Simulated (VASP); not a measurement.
A run of VASP 6.6.1:

INCAR

```
SYSTEM = Re
  ALGO = Normal
  EDIFF = 1E-7
  ENCUT = 520
  GGA = PE
  ISIF = 2
  ISMEAR = -1
  LASPH = .TRUE.
  LCHARG = .TRUE.
  LELF = .TRUE.
  LREAL = .FALSE.
  LVHAR = .TRUE.
  LWAVE = .FALSE.
  NBANDS = 22
  NELM = 80
  PREC = Accurate
  SIGMA = 0.05
```

KPOINTS

```
k-points
0
G
  8 8 3
  0 0 0
```

The input POSCAR:

```
Re
1.0
    2.7387235200      0.0000000000      0.0000000000
   -1.3693617599      2.3957617598      0.0000000000
    0.0000000000      0.0000000000      8.9388451600
Re
4
Direct
    0.6666666667      0.3333333333      0.7500000000
    0.0000000000      0.0000000000      0.5000000000
    0.3333333333      0.6666666667      0.2500000000
    0.0000000000      0.0000000000      0.0000000000
```

Potentials or basis: VASP PAW PBE potentials, release 64 (Re).

Run with:

```bash
$ cat potpaw_PBE.64/Re/POTCAR > POTCAR
$ mpirun -np 1 vasp_std > vasp.out
```

Hardware: 1 thread of Intel(R) Xeon(R) Platinum 8259CL CPU @ 2.50GHz (Skylake/Cascade Lake), on a shared host.

Estimate the wall time of this run.

It took 74 s on 1 thread of Intel(R) Xeon(R) Platinum 8259CL CPU @ 2.50GHz (Skylake/Cascade Lake) (shared host), peak memory 0.19 GiB. Counts: scf iterations 17, k points 42.
